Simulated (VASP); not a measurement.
Wanted: the native input for a VASP 6.6.1 run.

```
Task                   : single point
Functional             : PBE
Potentials or basis    : VASP PAW PBE potentials, release 64 (Ga_d, N)
Cutoff                 : 520 eV
k mesh                 : 12 × 12 × 12
Occupations            : gaussian, width 0.05 eV
Spin                   : no spin polarisation
Dipole correction      : no
Further INCAR settings : ALGO = Normal; EDIFF = 1e-06; NBANDS = 16
```

The structure of GaN lies in POSCAR:

```
GaN
1.0
    0.0000000000      2.6014764210      1.6909596737
    2.6014764210      0.0000000000      1.6909596737
    2.6014764210      2.6014764210      0.0000000000
Ga N
1 1
Direct
    0.0000000000      0.0000000000      0.0000000000
    0.7500000000      0.7500000000      0.7500000000
```

This cell differs from its parent crystal: ratio of the length along z to the lengths across it x 0.65, volume and fractional coordinates fixed.

One way to write it, as run:

INCAR

```
ALGO = Normal
EDIFF = 1E-6
ENCUT = 520
GGA = PE
ISIF = 2
ISMEAR = 0
LASPH = T
LCHARG = F
LREAL = F
LWAVE = F
NBANDS = 16
NELM = 100
PREC = Accurate
SIGMA = 0.05
```

KPOINTS

```
k-points
0
Gamma
  12 12 12
```

Potentials or basis: VASP PAW PBE potentials, release 64 (Ga_d, N).

Launch:

```bash
$ cat potpaw_PBE.64/Ga_d/POTCAR potpaw_PBE.64/N/POTCAR > POTCAR
$ mpirun -np 1 vasp_std > vasp.out
```

Results of the run:

- Pressure: -6.0 GPa
- Band gap on the k mesh: 0.34 eV, direct

Run time: 19 s on 1 thread of Intel(R) Xeon(R) 6975P-C (Granite Rapids), with other jobs on the host, peak memory 0.18 GiB.
